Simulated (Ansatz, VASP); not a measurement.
**One calculation of Y, two programs**

INCAR

```
PREC = Accurate
ENCUT = 520
EDIFF = 1E-6
ISMEAR = -1
SIGMA = 0.1
LREAL = F
LASPH = T
NELM = 60
ALGO = Normal
ISIF = 2
LWAVE = F
LCHARG = T
GGA = PE
LELF = T
LVHAR = T
NBANDS = 18
```

File KPOINTS:

```
regular mesh
0
Gamma
  10 10 6
```

File POSCAR:

```
Y
1.0
    3.6535431712      0.0000000000      0.0000000000
   -1.8267715856      3.1640612001      0.0000000000
    0.0000000000      0.0000000000      5.6988610241
Y
2
Direct
    0.3333333333      0.6666666667      0.2500000000
    0.6666666667      0.3333333333      0.7500000000
```

Input for Ansatz:

```yaml
crystal:
  lattice:
    - [3.6535431712, 0.0, 0.0]
    - [-1.8267715856, 3.1640612001, 0.0]
    - [0.0, 0.0, 5.6988610241]
  atoms:
    - { symbol: "Y", position: [0.3333333333, 0.6666666667, 0.25] }
    - { symbol: "Y", position: [0.6666666667, 0.3333333333, 0.75] }
hamiltonian:
  xc: pbe
  pseudopotentials:
    kind: paw
    azcp:
      "Y": "pseudopotentials/Y.paw.azcp"
basis:
  ecutwfc: 420
  fft_grid_basis: typed
kpoints:
  mp_grid: { grid: [10, 10, 6], shift: [0, 0, 0] }
magnetization:
  spin_polarized: false
scf:
  occupations: { method: fermi_dirac, width: 0.1 }
  lower_state_search: "off"
output:
  stress: true
```

Alike in both runs: task single point; functional PBE; k mesh 10 × 10 × 6; occupations fermi-dirac, width 0.1 eV; no spin polarisation.

|  | VASP | Ansatz |
| --- | --- | --- |
| version | VASP 6.6.1 | Ansatz 0.2.0 |
| potentials or method | VASP PAW PBE potentials, release 64 (Y_sv), cutoff 520 eV | plane waves (420 eV) with PAW, scalar-relativistic |
| valence electrons in the cell | 22 | 22 |

VASP gave:

| Property | Result |
| --- | --- |
| pressure (GPa) | -0.1 |

Q: Estimate Ansatz's values.

A: Pressure (GPa): 0.0.

The functional is the same, so the differences come from potentials, cutoffs and numerics.
